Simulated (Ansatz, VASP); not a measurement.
## MgGe2: VASP beside Ansatz

```xyz
3
Lattice="3.8025 0.0000 0.0000 0.0000 3.8025 0.0000 0.0000 0.0000 3.0202" Properties=species:S:1:pos:R:3 pbc="T T T"
Mg    0.0000    0.0000    1.5101
Ge    0.0000    1.9012    0.0000
Ge    1.9012    0.0000    0.0000
```

Alike in both runs: task relaxation of cell and atoms; functional PBE; k mesh 4 × 4 × 6; occupations gaussian, width 0.1 eV; no spin polarisation.

|  | VASP | Ansatz |
| --- | --- | --- |
| version | VASP 6.6.1 | Ansatz 0.2.0 |
| potentials or method | VASP PAW PBE potentials, release 64 (Mg, Ge_d), cutoff 600 eV | scalar-relativistic, plane waves, PAW |
| valence electrons in the cell | 30 | 38 |

Ansatz gave:

```
gap on the k mesh at the Fermi level, each at its own relaxed structure (eV) : none
relaxed volume (Å³/atom)                                                     : 21.78
relaxed cell length with the largest relative difference (Å)                 : 3.498
```

**Question.** What did VASP give for the same quantities?

**Answer.** gap on the k mesh at the Fermi level, each at its own relaxed structure (eV): none; relaxed volume (Å³/atom): 21.68; relaxed cell length with the largest relative difference (Å): 3.488.

A gap of «none» marks a metal or a gap that the smearing closes. VASP's potentials hold 30 valence electrons a cell and Ansatz's 38, so a difference there can come from the potentials and not from the codes.

The k mesh is coarse, so the values compare programs but aren't converged. Noted on VASP's run: the volume moved by over 15 % at a fixed basis, so the end points are rough.
